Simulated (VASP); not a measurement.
Here is a VASP 6.6.1 calculation.

File INCAR:

```
ALGO     = Normal         # electronic algorithm
EDIFF    = 1E-6           # SCF threshold, eV
EDIFFG   = -0.01          # ionic threshold
ENCUT    = 600            # plane-wave cutoff, eV
GGA      = PS             # functional
IBRION   = 2              # ionic algorithm
ISIF     = 3              # what is computed and relaxed
ISMEAR   = -1             # smearing method
LASPH    = T              # aspherical terms in the spheres
LCHARG   = F              # write CHGCAR
LREAL    = F              # projectors in reciprocal space
LWAVE    = F              # write WAVECAR
NELM     = 80             # most SCF steps
NSW      = 80             # ionic steps
PREC     = Accurate       # precision mode
SIGMA    = 0.1            # smearing width, eV
```

Contents of KPOINTS:

```
k-points
0
Gamma
  11 11 11
```

File POSCAR:

```
HfC
1.0
    0.0000000000      2.3250000000      2.3250000000
    2.3250000000      0.0000000000      2.3250000000
    2.3250000000      2.3250000000      0.0000000000
Hf C
1 1
Direct
    0.5000000000      0.5000000000      0.5000000000
    0.0000000000      0.0000000000      0.0000000000
```

Potentials or basis: VASP PAW PBE potentials, release 64 (Hf_pv, C).

Launch:

```bash
$ cat potpaw_PBE.64/Hf_pv/POTCAR potpaw_PBE.64/C/POTCAR > POTCAR
$ mpirun -np 1 vasp_std > vasp.out
```

(1) What does it give for the space group after relaxing (to 0.05 Å)?

(2) Estimate the relaxed volume.

(3) Estimate the relaxed cell.

(4) Estimate the band gap on the k mesh.

Results:

(1) Fm-3m (No. 225).

(2) 12.20 Å³/atom.

(3) a = 3.256 Å, b = 3.256 Å, c = 3.256 Å, α = 60.00°, β = 60.00°, γ = 60.00°.

(4) zero (band 7 reaches 7.08 eV, above the bottom of band 8 at 5.61 eV).

Caveat: the PAW data sets were made with another functional, which shifts forces and pressure a little; spin-orbit coupling is left out, which moves the levels of the heavy elements.
